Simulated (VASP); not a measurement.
Input of a VASP 6.6.1 run:

Contents of INCAR:

```
SYSTEM = Hg
PREC = Accurate
ENCUT = 520
EDIFF = 1E-6
ISMEAR = -1
SIGMA = 0.06122561905347299
LREAL = .FALSE.
LASPH = .TRUE.
NELM = 100
ALGO = Normal
ISIF = 2
LWAVE = .FALSE.
LCHARG = .TRUE.
GGA = PE
LELF = .TRUE.
LVHAR = .TRUE.
NBANDS = 19
```

KPOINTS

```
regular mesh
0
G
  13 13 13
  0 0 0
```

File POSCAR:

```
Hg
1.0
    0.0000000000      3.8878053278      3.8878053278
    3.8878053278      0.0000000000      3.8878053278
    3.8878053278      3.8878053278      0.0000000000
Hg
2
Direct
    0.0000000000      0.0000000000      0.0000000000
    0.2500000000      0.2500000000      0.2500000000
```

Potentials or basis: VASP PAW PBE potentials, release 64 (Hg).

The run is started by

```bash
$ cat potpaw_PBE.64/Hg/POTCAR > POTCAR
$ mpirun -np 1 vasp_std > vasp.out
```

Task: What does it give for the pressure?

Result: -0.1 GPa.

Task: Predict the band gap on the k mesh.

Result: 0.72 eV, indirect (least direct gap 3.04 eV).

Caveat: spin-orbit coupling is left out, which moves the levels of the heavy elements. A k mesh can miss the band edges.
